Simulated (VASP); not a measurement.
# KI (P6_3/mmc) in VASP: notebook

The runs below take KI through single point, relaxation of cell and atoms, with PBEsol, r2SCAN+rVV10.

All numbers are computed with VASP 6.6.1; they aren't measurements. Logs are shortened: lines on timing, memory, paths and dates and some standing lists are left out, and cuts for length are marked.

### Step 1. The cell of the first run

The structure is hexagonal, space group P6_3/mmc (No. 194). The conventional cell has a = 5.972 Å, b = 5.972 Å, c = 6.960 Å, α = 90.00°, β = 90.00°, γ = 120.00°. K (site symmetry -6m2) has 5 I at 3.45 to 3.48 Å within 4.5 Å. I (site symmetry -6m2) has 5 K at 3.45 to 3.48 Å within 4.5 Å.

### Step 2. Single point, PBEsol

Contents of INCAR:

```
ALGO = Normal
EDIFF = 1E-6
ENCUT = 520
GGA = PS
ISIF = 2
ISMEAR = -1
LASPH = T
LCHARG = F
LREAL = F
LWAVE = F
NBANDS = 24
NELM = 80
PREC = Accurate
SIGMA = 0.03
```

Contents of KPOINTS:

```
k-points
0
Gamma
  6 6 4
```

Contents of POSCAR:

```
KI
1.0
    5.9720104205      0.0000000000      0.0000000000
   -2.9860052103      5.1719127359      0.0000000000
    0.0000000000      0.0000000000      6.9604286025
K I
2 2
Direct
    0.3333333333      0.6666666667      0.2500000000
    0.6666666667      0.3333333333      0.7500000000
    0.6666666667      0.3333333333      0.2500000000
    0.3333333333      0.6666666667      0.7500000000
```

Potentials or basis: VASP PAW PBE potentials, release 64 (K_sv, I).

Launch:

```bash
cat potpaw_PBE.64/K_sv/POTCAR potpaw_PBE.64/I/POTCAR > POTCAR
mpirun -np 1 vasp_std > vasp.out
```

OUTCAR:

```text
EDIFF = 1E-6
   ENCUT = 520
   GGA = PS
   ISIF = 2
   ISMEAR = -1
   LASPH = T
   LREAL = F
   NELM = 80
   PREC = Accurate

 ion  position               nearest neighbor table
   1  0.333  0.667  0.250-   3 3.45   3 3.45   3 3.45   4 3.48   4 3.48
   2  0.667  0.333  0.750-   4 3.45   4 3.45   4 3.45   3 3.48   3 3.48
   3  0.667  0.333  0.250-   1 3.45   1 3.45   1 3.45   2 3.48   2 3.48
   4  0.333  0.667  0.750-   2 3.45   2 3.45   2 3.45   1 3.48   1 3.48

  LATTYP: Found a hexagonal cell.
 ALAT       =     5.9720104205
 C/A-ratio  =     1.1655084490

  Lattice vectors:

 A1 = (   5.9720104205,   0.0000000000,   0.0000000000)
 A2 = (  -2.9860052103,   5.1719127359,   0.0000000000)
 A3 = (   0.0000000000,   0.0000000000,   6.9604286025)

Analysis of symmetry for initial positions (statically):
=====================================================================
 Subroutine PRICEL returns:
 Original cell was already a primitive cell.

 Routine SETGRP: Setting up the symmetry group for a
 hexagonal supercell.

 Subroutine GETGRP returns: Found 24 space group operations
 (whereof 12 operations were pure point group operations)
 out of a pool of 24 trial point group operations.

The static configuration has the point symmetry D_3d.
 The point group associated with its full space group is D_6h.

Analysis of symmetry for dynamics (positions and initial velocities):
=====================================================================
 Subroutine PRICEL returns:
 Original cell was already a primitive cell.

 Routine SETGRP: Setting up the symmetry group for a
 hexagonal supercell.

 Subroutine GETGRP returns: Found 24 space group operations
 (whereof 12 operations were pure point group operations)
 out of a pool of 24 trial point group operations.

The dynamic configuration has the point symmetry D_3d.
 The point group associated with its full space group is D_6h.

 Subroutine INISYM returns: Found 24 space group operations
 (whereof 12 operations are pure point group operations),
 and found     1 'primitive' translations

----------------------------------------------------------------------------------------

                                     Primitive cell

  volume of cell :     214.9848

  direct lattice vectors                    reciprocal lattice vectors
     5.972010421  0.000000000  0.000000000     0.167447799  0.096676032  0.000000000
    -2.986005210  5.171912736  0.000000000     0.000000000  0.193352064  0.000000000
     0.000000000  0.000000000  6.960428603     0.000000000  0.000000000  0.143669314

  length of vectors
     5.972010421  5.972010421  6.960428603     0.193352064  0.193352064  0.143669314

  position of ions in fractional coordinates (direct lattice)
     0.333333333  0.666666667  0.250000000
     0.666666667  0.333333333  0.750000000
     0.666666667  0.333333333  0.250000000
     0.333333333  0.666666667  0.750000000

  ion indices of the primitive-cell ions
   primitive index   ion index
                 1           1
                 2           2
                 3           3
                 4           4

----------------------------------------------------------------------------------------

 KPOINTS: k-points

Automatic generation of k-mesh.
 Grid dimensions read from file:
 generate k-points for:    6    6    4

 Generating k-lattice:

  Cartesian coordinates                     Fractional coordinates (reciprocal lattice)
     0.027907966  0.016112672  0.000000000     0.166666667  0.000000000  0.000000000
     0.000000000  0.032225344  0.000000000     0.000000000  0.166666667  0.000000000
     0.000000000  0.000000000  0.035917328     0.000000000  0.000000000  0.250000000

  Length of vectors
     0.032225344  0.032225344  0.035917328

  Shift w.r.t. Gamma in fractional coordinates (k-lattice)
     0.000000000  0.000000000  0.000000000

 Subroutine IBZKPT returns following result:
 ===========================================

 Found     21 irreducible k-points:

 Following reciprocal coordinates:
            Coordinates               Weight
  0.000000  0.000000  0.000000      1.000000
  0.166667 -0.000000  0.000000      6.000000
  0.333333 -0.000000  0.000000      6.000000
  0.500000 -0.000000  0.000000      3.000000
  0.166667  0.166667  0.000000      6.000000
  0.333333  0.166667  0.000000     12.000000
[... 13 lines left out ...]
  0.333333  0.166667  0.500000     12.000000
  0.333333  0.333333  0.500000      2.000000
   k-points           NKPTS =     21   k-points in BZ     NKDIM =     21   number of bands    NBANDS=     24
   number of dos      NEDOS =    301   number of ions     NIONS =      4
   total plane-waves  NPLWV = 124416
   dimension x,y,z NGX =    48 NGY =   48 NGZ =   54
   dimension x,y,z NGXF=    96 NGYF=   96 NGZF=  108
   ions per type =               2   2
   NGX,Y,Z   is equivalent  to a cutoff of  13.36, 13.36, 12.90 a.u.
   NGXF,Y,Z  is equivalent  to a cutoff of  26.72, 26.72, 25.80 a.u.
 SYSTEM =  unknown system
   PREC   = accura    normal or accurate (medium, high low for compatibility)
   ISTART =      0    job   : 0-new  1-cont  2-samecut
   ICHARG =      2    charge: 1-file 2-atom 10-const
   ISPIN  =      1    spin polarized calculation?
   LNONCOLLINEAR =      F non collinear calculations
   LSORBIT =      F    spin-orbit coupling
   LASPH  =      T    aspherical Exc in radial PAW
   ENCUT  =  520.0 eV  38.22 Ry    6.18 a.u.  11.10 11.10 12.94*2*pi/ulx,y,z
   NELM   =     80;   NELMIN=  2; NELMDL= -5     # of ELM steps
   EDIFF  = 0.1E-05   stopping-criterion for ELM
   LREAL  =      F    real-space projection
   EDIFFG = 0.1E-04   stopping-criterion for IOM
   NSW    =      0    number of steps for IOM
   IBRION =     -1    ionic relax: 0-MD 1-quasi-New 2-CG
   NFREE  =      0    steps in history (QN), initial steepest desc. (CG)
   ISIF   =      2    stress and relaxation
   ISYM   =      2    0-nonsym 1-usesym 2-fastsym
   POTIM  = 0.5000    time-step for ionic-motion
   TEBEG  =    0.0;   TEEND  =   0.0 temperature during run
   PSTRESS=    0.0 pullay stress
   NELECT =      32.0000    total number of electrons
   NUPDOWN=      -1.0000    fix difference up-down
   EMIN   =  10.00;   EMAX   =-10.00  energy-range for DOS
   EFERMI =   0.00;   METHOD = LEGACY
   ISMEAR =    -1;   SIGMA  =   0.03  broadening in eV -4-tet -1-fermi 0-gaus
   EFERMI_NEDOS =   21; number of points for ismear=-14 and -15
   IALGO  =     38    algorithm
   IMIX   =      4    mixing-type and parameters
     AMIX     =   0.40;   BMIX     =  1.00
     AMIX_MAG =   1.60;   BMIX_MAG =  1.00
  volume/ion in A,a.u.               =      53.75       362.70
  Fermi-wavevector in a.u.,A,eV,Ry     =   0.867605  1.639536 10.241638  0.752739
  Thomas-Fermi vector in A             =   1.986164
   LORBIT       =      0    0 simple, 1 ext, 2 COOP (PROOUT), +10 PAW based schemes
   GGA     = PS    functional components
   LHFCALC =     F    Hartree Fock is set to
   AEXX    =    0.0000 exact exchange contribution
   IVDW    =     0    specifies the selected vdW correction
   LEPSILON=     F    determine dielectric tensor
   LRPA    =     F    only Hartree local field effects (RPA)
 non-spin polarized calculation
  energy-cutoff  :      520.00
  volume of cell :      214.98
 maximum number of plane-waves:      5822
 NGX is ok and might be reduce to    48
   NGX = 23   NGY = 23   NGZ = 25

 number of electron      32.0000000 magnetization

 Free energy of the ion-electron system (eV)
  ---------------------------------------------------
  ext. energy  EPLUGINS =         0.00000000
  ---------------------------------------------------
  free energy    TOTEN  =       -11.41628212 eV

  energy without entropy =      -11.41628212  energy(sigma->0) =      -11.41628212

 E-fermi :  -0.8065     XC(G=0):  -6.3363

 val. band max:       -1.4051954108   @ k =   0.0000   0.0000   0.0000
 cond. band min:       2.3857289866   @ k =   0.0000   0.0000   0.0000
 fundamental gap:      3.7909243975
 Fermi energy:        -0.8064871903

 k-point     1 :       0.0000    0.0000    0.0000
  band No.  band energies     occupation
      1     -29.8201      2.00000
      2     -29.8171      2.00000
      3     -13.4130      2.00000
      4     -13.4041      2.00000
      5     -13.4041      2.00000
      6     -13.3860      2.00000
[... 16 lines left out ...]
     23       5.6943      0.00000
     24       6.7076      0.00000

 k-point     2 :       0.1667   -0.0000    0.0000
  band No.  band energies     occupation
      1     -29.8198      2.00000
      2     -29.8173      2.00000
      3     -13.4182      2.00000
      4     -13.4101      2.00000
      5     -13.4056      2.00000
      6     -13.4026      2.00000
[... 16 lines left out ...]
     23       5.9044      0.00000
     24       6.1360      0.00000

 k-point     3 :       0.3333   -0.0000    0.0000
  band No.  band energies     occupation
      1     -29.8193      2.00000
      2     -29.8176      2.00000
      3     -13.4456      2.00000
      4     -13.4341      2.00000
      5     -13.4082      2.00000
      6     -13.4029      2.00000
[... 16 lines left out ...]
     23       5.9027      0.00000
     24       6.2810      0.00000

 k-point     4 :       0.5000   -0.0000    0.0000
  band No.  band energies     occupation
      1     -29.8189      2.00000
      2     -29.8179      2.00000
      3     -13.4590      2.00000
      4     -13.4490      2.00000
      5     -13.4095      2.00000
      6     -13.3972      2.00000
[... 16 lines left out ...]
     23       6.0662      0.00000
     24       6.5552      0.00000

 k-point     5 :       0.1667    0.1667    0.0000
  band No.  band energies     occupation
      1     -29.8195      2.00000
      2     -29.8175      2.00000
      3     -13.4377      2.00000
      4     -13.4269      2.00000
      5     -13.4079      2.00000
      6     -13.4050      2.00000
[... 16 lines left out ...]
     23       5.9759      0.00000
     24       6.0158      0.00000

 k-point     6 :       0.3333    0.1667    0.0000
  band No.  band energies     occupation
      1     -29.8189      2.00000
      2     -29.8179      2.00000
      3     -13.4565      2.00000
      4     -13.4494      2.00000
      5     -13.4111      2.00000
      6     -13.3972      2.00000
[... 16 lines left out ...]
     23       6.1782      0.00000
     24       6.1915      0.00000
[... 298 lines left out ...]
 k-point    18 :       0.5000   -0.0000    0.5000
  band No.  band energies     occupation
      1     -29.8184      2.00000
      2     -29.8184      2.00000
      3     -13.5081      2.00000
      4     -13.5081      2.00000
      5     -13.3977      2.00000
      6     -13.3977      2.00000
[... 16 lines left out ...]
     23       6.0598      0.00000
     24       6.0598      0.00000

 k-point    19 :       0.1667    0.1667    0.5000
  band No.  band energies     occupation
      1     -29.8185      2.00000
      2     -29.8185      2.00000
      3     -13.4845      2.00000
      4     -13.4845      2.00000
      5     -13.3971      2.00000
      6     -13.3971      2.00000
[... 16 lines left out ...]
     23       6.2375      0.00000
     24       6.2375      0.00000

 k-point    20 :       0.3333    0.1667    0.5000
  band No.  band energies     occupation
      1     -29.8184      2.00000
      2     -29.8184      2.00000
      3     -13.5075      2.00000
      4     -13.5075      2.00000
      5     -13.3989      2.00000
      6     -13.3989      2.00000
[... 16 lines left out ...]
     23       6.1785      0.00000
     24       6.1785      0.00000

 k-point    21 :       0.3333    0.3333    0.5000
  band No.  band energies     occupation
      1     -29.8184      2.00000
      2     -29.8184      2.00000
      3     -13.5141      2.00000
      4     -13.5141      2.00000
      5     -13.4004      2.00000
      6     -13.4004      2.00000
[... 16 lines left out ...]
     23       6.2847      0.00000
     24       6.2847      0.00000

------------------------ aborting loop because EDIFF is reached ----------------------------------------

  FORCE on cell =-STRESS in cart. coord.  units (eV):
  Direction    XX          YY          ZZ          XY          YZ          ZX
  --------------------------------------------------------------------------------------
  -------------------------------------------------------------------------------------
  Total        0.0443463      0.0443463      0.0031677     -0.0000000      0.0000000      0.0000000
  in kB        0.3304911      0.3304911      0.0236070     -0.0000000      0.0000000      0.0000000
  external PRESSURE =       0.2281964 kB  Pullay stress =       0.0000000 kB

 VOLUME and BASIS-vectors are now :
 -----------------------------------------------------------------------------
  energy-cutoff  :      520.00
  volume of cell :      214.98
      direct lattice vectors                 reciprocal lattice vectors
     5.972010421  0.000000000  0.000000000     0.167447799  0.096676032  0.000000000
    -2.986005210  5.171912736  0.000000000     0.000000000  0.193352064  0.000000000
     0.000000000  0.000000000  6.960428603     0.000000000  0.000000000  0.143669314

 POSITION                                       TOTAL-FORCE (eV/Angst)
 -----------------------------------------------------------------------------------
     -0.00000      3.44794      1.74011         0.000000      0.000000     -0.000000
      2.98601      1.72397      5.22032        -0.000000      0.000000     -0.000000
      2.98601      1.72397      1.74011        -0.000000      0.000000      0.000000
     -0.00000      3.44794      5.22032         0.000000     -0.000000      0.000000
 -----------------------------------------------------------------------------------
    total drift:                               -0.000000      0.000000     -0.000000

  FREE ENERGIE OF THE ION-ELECTRON SYSTEM (eV)
  ---------------------------------------------------
  free  energy   TOTEN  =       -11.4162821154 eV

  energy  without entropy=      -11.4162821153  energy(sigma->0) =      -11.41628212
```

It took 59 s on 1 thread of Intel Xeon Platinum 8559C (Emerald Rapids), shared host; peak memory 0.38 GiB.

What came out:

```
Free energy            : -11.4163 eV
Pressure               : 0.0 GPa
Band gap on the k mesh : 3.79 eV, direct
```

Caveat: the PAW data sets were made with another functional, which shifts forces and pressure a little; spin-orbit coupling is left out, which moves the levels of the heavy elements.

### Step 3. Single point, r2SCAN+rVV10

Contents of POSCAR:

```
KI
1.0
    5.9722832596      0.0000000000      0.0000000000
   -2.9861416298      5.1721490214      0.0000000000
    0.0000000000      0.0000000000      6.9658933308
K I
2 2
Direct
    0.3333333333      0.6666666667      0.2500000000
    0.6666666667      0.3333333333      0.7500000000
    0.6666666667      0.3333333333      0.2500000000
    0.3333333333      0.6666666667      0.7500000000
```

Contents of INCAR.step1:

```
SYSTEM = KI
PREC = Accurate
ENCUT = 520
ISMEAR = -1
SIGMA = 0.03
LREAL = .FALSE.
LASPH = .TRUE.
NELM = 100
NBANDS = 24
GGA = PE
ALGO = Normal
EDIFF = 1E-4
LWAVE = .TRUE.
LCHARG = .FALSE.
```

Contents of INCAR.step2:

```
SYSTEM = KI
PREC = Accurate
ENCUT = 520
EDIFF = 1E-6
ISMEAR = -1
SIGMA = 0.03
LREAL = .FALSE.
LASPH = .TRUE.
NELM = 100
ALGO = Normal
ISIF = 2
LWAVE = .FALSE.
LCHARG = .FALSE.
METAGGA = R2SCAN
LMIXTAU = .TRUE.
LUSE_VDW = .TRUE.
IVDW_NL = 2
BPARAM = 11.95
CPARAM = 0.0093
NBANDS = 24
ISTART = 1
```

Contents of KPOINTS:

```
Automatic mesh
0
G
  6 6 4
  0 0 0
```

Potentials or basis: VASP PAW PBE potentials, release 64 (K_sv, I).

Launch:

```bash
cat potpaw_PBE.64/K_sv/POTCAR potpaw_PBE.64/I/POTCAR > POTCAR
cp INCAR.step1 INCAR
mpirun -np 1 vasp_std > vasp.out
cp INCAR.step2 INCAR
mpirun -np 1 vasp_std > vasp.out
```

Run time: 18 min. Hardware: 1 thread of Oxide Virtual Turin-like, shared host; peak memory 0.82 GiB.

Results (log left out):

```
Free energy            : -66.5056 eV
Pressure               : 0.0 GPa
Band gap on the k mesh : 4.22 eV, direct
```

Levels at points of the mesh, in eV from the valence-band top:
| k point | band 13 | band 14 | band 15 | band 16 | band 17 | band 18 | band 19 | band 20 |
| --- | --- | --- | --- | --- | --- | --- | --- | --- |
| (0.00, 0.00, 0.00) | -0.59 | -0.32 | -0.32 | 0.00 | 4.22 | 6.44 | 6.87 | 6.87 |
| (0.50, 0.00, 0.00) | -0.61 | -0.54 | -0.33 | -0.18 | 5.58 | 6.17 | 6.30 | 6.33 |
| (0.00, 0.00, 0.50) | -0.47 | -0.47 | -0.47 | -0.47 | 5.37 | 5.37 | 7.49 | 7.49 |
| (0.50, 0.00, 0.50) | -0.45 | -0.45 | -0.30 | -0.30 | 5.75 | 5.75 | 7.70 | 7.70 |

Caveat: the PAW data sets were made with another functional, which shifts forces and pressure a little; spin-orbit coupling is left out, which moves the levels of the heavy elements. r2SCAN opens gaps a little over a GGA but as a rule still falls short of measured ones.

(Part 1 of 2 ends here.)
